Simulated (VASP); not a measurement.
Here is a VASP 6.6.1 calculation.

The input INCAR:

```
SYSTEM = HfSn3S8
ALGO = Normal
EDIFF = 1E-6
ENCUT = 520
GGA = PE
ISIF = 2
ISMEAR = 0
LASPH = .TRUE.
LCHARG = .FALSE.
LREAL = .FALSE.
LWAVE = .FALSE.
NBANDS = 62
NELM = 60
PREC = Accurate
SIGMA = 0.1
```

File KPOINTS:

```
k-points
0
G
  3 3 3
  0 0 0
```

The input POSCAR:

```
HfSn3S8
1.0
    3.7350647991      2.1564406839      6.0479167941
   -3.7350647991      2.1564406839      6.0479167941
    0.0000000000     -4.3128813177      6.0479168119
Hf Sn S
1 3 8
Direct
    0.5000000000      0.5000000000      0.5000000000
    0.5000000000      0.0000000000      0.5000000000
    0.5000000000      0.5000000000      1.0000000000
    0.0000000000      0.5000000000      0.5000000000
    0.7464710000      0.7464710000      0.7464710000
    0.7450690000      0.2601020000      0.7450690000
    0.7450690000      0.7450690000      0.2601020000
    0.2601020000      0.7450690000      0.7450690000
    0.2535290000      0.2535290000      0.2535290000
    0.2549310000      0.7398980000      0.2549310000
    0.2549310000      0.2549310000      0.7398980000
    0.7398980000      0.2549310000      0.2549310000
```

Potentials or basis: VASP PAW PBE potentials, release 64 (Hf_pv, Sn_d, S).

Command:

```console
$ cat potpaw_PBE.64/Hf_pv/POTCAR potpaw_PBE.64/Sn_d/POTCAR potpaw_PBE.64/S/POTCAR > POTCAR
$ mpirun -np 1 vasp_std > vasp.out
```

(1) Estimate the largest force.

(2) What does it give for the pressure?

(3) What does it give for the band gap on the k mesh?

Results:

(1) 0.047 eV/Å.

(2) -0.2 GPa.

(3) 0.73 eV (least direct gap 0.80 eV).

Caveat: spin-orbit coupling is left out, which moves the levels of the heavy elements; an odd mesh through Γ misses points on the zone boundary, where band edges can lie.
